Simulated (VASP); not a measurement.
A run of VASP 6.6.1 is set up as follows.

INCAR

```
ALGO     = Normal         # electronic algorithm
EDIFF    = 1E-6           # SCF threshold, eV
ENCUT    = 520            # plane-wave cutoff, eV
GGA      = PS             # functional
ISIF     = 2              # what is computed and relaxed
ISMEAR   = 0              # smearing method
LASPH    = T              # aspherical terms in the spheres
LCHARG   = T              # write CHGCAR
LELF     = T              # ELF
LREAL    = F              # projectors in reciprocal space
LVHAR    = T            
LWAVE    = F              # write WAVECAR
NBANDS   = 34             # bands
NELM     = 60             # most SCF steps
PREC     = Accurate       # precision mode
SIGMA    = 0.15           # smearing width, eV
```

File KPOINTS:

```
k-points
0
Gamma
  12 12 6
```

The input POSCAR:

```
InSe2
1.0
    3.5261623355      0.0000000000      0.0000000000
    0.0000000000      3.5261623355      0.0000000000
    0.0000000000      0.0000000000     10.0877542551
In Se
2 4
Direct
    0.0000000000      0.5000000000      0.7051148767
    0.5000000000      0.0000000000      0.2948851233
    0.0000000000      0.5000000000      0.3669879178
    0.5000000000      0.0000000000      0.6330120822
    0.0000000000      0.0000000000      0.0000000000
    0.5000000000      0.5000000000      0.0000000000
```

Potentials or basis: VASP PAW PBE potentials, release 64 (In_d, Se).

Run with:

```sh
$ cat potpaw_PBE.64/In_d/POTCAR potpaw_PBE.64/Se/POTCAR > POTCAR
$ mpirun -np 1 vasp_std > vasp.out
```

Question: Estimate the pressure.

Answer: 17.0 GPa.

Question: Predict the largest force.

Answer: 1.105 eV/Å.

Stress tensor (GPa, compression positive):
```
25.88  0.00  0.00
 0.00 25.88  0.00
 0.00  0.00 -0.82
```

Caveat: the cell differs from its parent crystal (strain -0.080 along x and y, +0.080 along z); the PAW data sets were made with another functional, which shifts forces and pressure a little.
